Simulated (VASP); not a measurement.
MgO (rock salt), 2 atoms in the cell. The structure is cubic, space group Fm-3m (No. 225). The conventional cell has a = 3.319 Å, b = 3.319 Å, c = 3.319 Å, α = 90.00°, β = 90.00°, γ = 90.00°. Within 2.2 Å of Mg (site symmetry m-3m) lie 6 O at 1.66 Å. O (site symmetry m-3m) has 6 Mg at 1.66 Å within 2.2 Å.  This cell differs from its parent crystal: volume scaled by 0.49.

| Quantity | Value |
| --- | --- |
| Program | VASP 6.6.1 |
| Task | single point |
| Functional | LDA |
| Potentials or basis | VASP PAW LDA potentials, release 64 (Mg, O) |
| Cutoff | 600 eV |
| k mesh | 10 × 10 × 10 |
| Occupations | gaussian, width 0.01 eV |
| Spin | no spin polarisation |
| Dipole correction | no |
| Further INCAR settings | ALGO = Normal; EDIFF = 1e-06; NBANDS = 11 |

Potentials or basis: VASP PAW LDA potentials, release 64 (Mg, O).

Run with:

```sh
$ cat potpaw_LDA.64/Mg/POTCAR potpaw_LDA.64/O/POTCAR > POTCAR
$ mpirun -np 1 vasp_std > vasp.out
```

Hardware: 1 thread of Intel Xeon 8259CL (shared host).

Problem. How long does it take, and how much memory?

Solution. Wall time 10 s on 1 thread of Intel Xeon 8259CL, with other jobs on the host, peak memory 0.12 GiB. Counts: scf iterations 12, k points 47.
